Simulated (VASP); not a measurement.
Mg, 2 atoms in the cell. The structure is cubic, space group Fd-3m (No. 227). The conventional cell has a = 6.790 Å, b = 6.790 Å, c = 6.790 Å, α = 90.00°, β = 90.00°, γ = 90.00°. Within 3.9 Å of Mg (site symmetry -43m) lie 4 Mg at 2.94 Å. This isn't the form of Mg at room conditions, which is hcp.

```yaml
Program: VASP 6.6.1
Task: single point
Functional: PBEsol
Potentials_or_basis: VASP PAW PBE potentials, release 64 (Mg)
Cutoff: 600 eV
k_mesh: 7 × 7 × 7
Occupations: fermi-dirac, width 0.1 eV
Spin: no spin polarisation
Dipole_correction: no
Further_INCAR_settings: ALGO = Normal; EDIFF = 1e-06; NBANDS = 9
```

Potentials or basis: VASP PAW PBE potentials, release 64 (Mg).

Launch:

```bash
$ cat potpaw_PBE.64/Mg/POTCAR > POTCAR
$ mpirun -np 1 vasp_std > vasp.out
```

Hardware: 1 thread of Intel(R) Xeon(R) 6975P-C (Granite Rapids), on a shared host.

Estimate the wall time of this run.

Wall time 8.8 s on 1 thread of Intel(R) Xeon(R) 6975P-C (Granite Rapids), with other jobs on the host, peak memory 0.23 GiB. Counts: scf iterations 10, k points 20.
